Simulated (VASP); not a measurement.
A run of VASP 6.6.1 is set up as follows.

Contents of POSCAR:

```
Re
1.0
    0.0000000000      2.8067819073      2.8067819073
    2.8067819073      0.0000000000      2.8067819073
    2.8067819073      2.8067819073      0.0000000000
Re
2
Direct
    1.0000000000      1.0000000000      1.0000000000
    0.2500000000      0.2500000000      0.2500000000
```

Contents of INCAR.step1:

```
PREC = Accurate
ENCUT = 520
ISMEAR = 1
SIGMA = 0.05
LREAL = F
LASPH = T
NELM = 100
NBANDS = 14
GGA = PE
ALGO = Normal
EDIFF = 1E-4
LWAVE = T
LCHARG = F
```

INCAR.step2

```
PREC = Accurate
ENCUT = 520
EDIFF = 1E-6
ISMEAR = 1
SIGMA = 0.05
LREAL = F
LASPH = T
NELM = 100
ALGO = Normal
ISIF = 2
LWAVE = F
LCHARG = F
METAGGA = R2SCAN
LMIXTAU = T
NBANDS = 14
ISTART = 1
```

Contents of KPOINTS:

```
regular mesh
0
Gamma
  8 8 8
```

Potentials or basis: VASP PAW PBE potentials, release 64 (Re).

The run is started by

```bash
$ cat potpaw_PBE.64/Re/POTCAR > POTCAR
$ cp INCAR.step1 INCAR
$ mpirun -np 1 vasp_std > vasp.out
$ cp INCAR.step2 INCAR
$ mpirun -np 1 vasp_std > vasp.out
```

Task: Estimate the pressure.

Result: -2.0 GPa.

Task: Estimate the band gap on the k mesh.

Result: Zero (band 7 reaches 4.15 eV, above the bottom of band 8 at 2.60 eV).

Caveat: the PAW data sets were made with another functional, which shifts forces and pressure a little; spin-orbit coupling is left out, which moves the levels of the heavy elements.
